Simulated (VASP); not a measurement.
A run of VASP 6.6.1 is set up as follows.

Contents of INCAR:

```
SYSTEM = NaTi12
PREC     = Accurate       ! precision mode
ENCUT    = 520            ! plane-wave cutoff, eV
EDIFF    = 1E-7           ! SCF threshold, eV
ISMEAR   = -1             ! smearing method
SIGMA    = 0.15           ! smearing width, eV
LREAL    = .False.        ! projectors in reciprocal space
LASPH    = .True.         ! aspherical terms in the spheres
NELM     = 100            ! most SCF steps
ALGO     = Normal         ! electronic algorithm
ISIF     = 2              ! what is computed and relaxed
LWAVE    = .False.        ! write WAVECAR
LCHARG   = .False.        ! write CHGCAR
GGA      = PE             ! functional
NBANDS   = 88             ! bands
```

Contents of KPOINTS:

```
Automatic mesh
0
Gamma
  2 2 2
  0 0 0
```

File POSCAR:

```
NaTi12
1.0
    5.9000000000      0.0000000000      0.0000000000
   -4.4250000000      7.6643250000      0.0000000000
    0.0000000000      0.0000000000      4.6846000000
Ti Na
12 1
Direct
    0.0567999247      0.0130213685      0.0536652009
    0.1492363834      0.1922021835      0.4700081117
    0.1597987202      0.4126129829      0.0784485335
    0.1759411303      0.5705655749      0.5588524100
    0.0045026808      0.6791335180      0.0258933527
    0.1845611553      0.8749628963      0.6114502839
    0.5146352302     -0.0288479416      0.2011057508
    0.6874587525      0.3133348338      0.3606711352
    0.5099787337      0.3258473512     -0.0733467105
    0.6197236690      0.5287615022      0.4460146010
    0.5529644527      0.7042237901     -0.0289245613
    0.7317507862      0.8278485059      0.4785467276
    0.7895357771      0.1502284937      0.7984673184
```

Potentials or basis: VASP PAW PBE potentials, release 64 (Ti_sv, Na_pv).

Launch:

```bash
$ cat potpaw_PBE.64/Ti_sv/POTCAR potpaw_PBE.64/Na_pv/POTCAR > POTCAR
$ mpirun -np 1 vasp_std > vasp.out
```

Task: Predict the pressure.

Result: 11.6 GPa.

Task: What does it give for the largest force?

Result: 1.979 eV/Å.

Task: Estimate the band gap on the k mesh.

Result: Zero (an odd number of electrons rules out a gap without spin polarisation).

Forces in eV/Å, atoms in the order of the input:
```
Ti   0.798 -0.959 -0.314
Ti   0.817  0.748  0.314
Ti  -0.431 -0.527  0.183
Ti   0.235  0.263 -0.622
Ti   0.192 -1.087  1.063
Ti   0.719  1.252  0.009
Ti  -0.886 -0.024 -0.016
Ti   1.458 -1.234  0.518
Ti  -0.567  0.331 -1.323
Ti  -0.413  0.705  0.948
Ti  -0.165  0.048 -0.289
Ti  -0.832  0.771  0.275
Na  -0.926 -0.287 -0.745
```

Caveat: the k points lie up to 0.67 Å⁻¹ apart, too coarse for converged energies and pressures of a metal.
